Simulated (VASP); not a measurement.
PbO, 4 atoms in the cell. Symmetry: P6_3/mmc, No. 194, hexagonal system. Conventional cell: a = 4.261 Å, b = 4.261 Å, c = 5.279 Å, α = 90.00°, β = 90.00°, γ = 120.00°. Within 3.2 Å of Pb (site symmetry -6m2) lie 5 O at 2.46 to 2.64 Å. Within 3.2 Å of O (site symmetry -6m2) lie 5 Pb at 2.46 to 2.64 Å.  This cell differs from its parent crystal: volume changed by -3%.

```yaml
Program: VASP 6.6.1
Task: single point
Functional: PBE
Potentials_or_basis: VASP PAW PBE potentials, release 64 (Pb_d, O)
Cutoff: 520 eV
k_mesh: 6 × 6 × 4
Occupations: gaussian, width 0.01 eV
Spin: no spin polarisation
Dipole_correction: no
Further_INCAR_settings: ALGO = Normal; EDIFF = 1e-06; NBANDS = 28
```

Potentials or basis: VASP PAW PBE potentials, release 64 (Pb_d, O).

Launch:

```console
$ cat potpaw_PBE.64/Pb_d/POTCAR potpaw_PBE.64/O/POTCAR > POTCAR
$ mpirun -np 1 vasp_std > vasp.out
```

Hardware: 1 thread of Intel(R) Xeon(R) 6975P-C (Granite Rapids) (shared host).

**Question.** Estimate the wall time of this run.

**Answer.** Wall time 17 s on 1 thread of Intel(R) Xeon(R) 6975P-C (Granite Rapids) (shared host), peak memory 0.2 GiB. Counts: scf iterations 15, k points 21.
